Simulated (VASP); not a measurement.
Set up this calculation in VASP 6.6.1, as the native input.

```yaml
Task: single point
Functional: PBE
Potentials_or_basis: VASP PAW PBE potentials, release 64 (Ge_d)
Cutoff: 520 eV
k_mesh: 11 × 11 × 10
Occupations: fermi-dirac, width 0.05 eV
Spin: no spin polarisation
Dipole_correction: no
Further_INCAR_settings: ALGO = Normal; EDIFF = 1e-06; NBANDS = 13
```

The structure of Ge lies in POSCAR:

```
Ge
1.0
    1.3782662934     -2.5653695835      0.0000000000
    1.3782662934      2.5653695835      0.0000000000
    0.0000000000      0.0000000000      2.6617639486
Ge
1
Direct
    0.5000000000      0.5000000000      0.0000000000
```

One way to write it, as run:

INCAR

```
SYSTEM = Ge
ALGO     = Normal         ! electronic algorithm
EDIFF    = 1E-6           ! SCF threshold, eV
ENCUT    = 520            ! plane-wave cutoff, eV
GGA      = PE             ! functional
ISIF     = 2              ! what is computed and relaxed
ISMEAR   = -1             ! smearing method
LASPH    = .TRUE.         ! aspherical terms in the spheres
LCHARG   = .TRUE.         ! write CHGCAR
LELF     = .TRUE.         ! ELF
LREAL    = .FALSE.        ! projectors in reciprocal space
LVHAR    = .TRUE.       
LWAVE    = .FALSE.        ! write WAVECAR
NBANDS   = 13             ! bands
NELM     = 60             ! most SCF steps
PREC     = Accurate       ! precision mode
SIGMA    = 0.05           ! smearing width, eV
```

KPOINTS

```
k-points
0
G
  11 11 10
  0 0 0
```

Potentials or basis: VASP PAW PBE potentials, release 64 (Ge_d).

Command:

```console
$ cat potpaw_PBE.64/Ge_d/POTCAR > POTCAR
$ mpirun -np 1 vasp_std > vasp.out
```

It gave:

The pressure is 2.0 GPa and the band gap on the k mesh is zero (band 7 reaches 13.54 eV, above the bottom of band 8 at 4.11 eV).

It took 47 s on 1 thread of AMD EPYC 7R43 64-Core Processor (Zen 3), on a shared host, peak memory 0.13 GiB.
